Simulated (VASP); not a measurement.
Write the native input for VASP 6.6.1 that does the following.

* Task: single point
* Functional: LDA
* Potentials or basis: VASP PAW LDA potentials, release 64 (Al)
* Cutoff: 520 eV
* k mesh: 14 × 14 × 14
* Occupations: methfessel-paxton, width 0.15 eV
* Spin: no spin polarisation
* Dipole correction: no
* Further INCAR settings: ALGO = Normal; EDIFF = 1e-07; NBANDS = 8

The structure of Al lies in POSCAR:

```
Al
1.0
   -1.5912200000      1.5912200000      1.5912200000
    1.5912200000     -1.5912200000      1.5912200000
    1.5912200000      1.5912200000     -1.5912200000
Al
1
Direct
    0.0000000000      0.0000000000      0.0000000000
```

These files were run (other wordings do the same):

INCAR

```
SYSTEM = Al
PREC = Accurate
ENCUT = 520
EDIFF = 1E-7
ISMEAR = 1
SIGMA = 0.15
LREAL = .False.
LASPH = .True.
NELM = 80
ALGO = Normal
ISIF = 2
LWAVE = .False.
LCHARG = .False.
GGA = CA
NBANDS = 8
```

KPOINTS

```
Automatic mesh
0
Gamma
  14 14 14
  0 0 0
```

Potentials or basis: VASP PAW LDA potentials, release 64 (Al).

Command:

```bash
$ cat potpaw_LDA.64/Al/POTCAR > POTCAR
$ mpirun -np 1 vasp_std > vasp.out
```

Results of the run:

```yaml
Pressure: 0.7 GPa
```

Run time: 6.7 s on 1 thread of Intel Xeon 8259CL (shared host), peak memory 0.12 GiB.
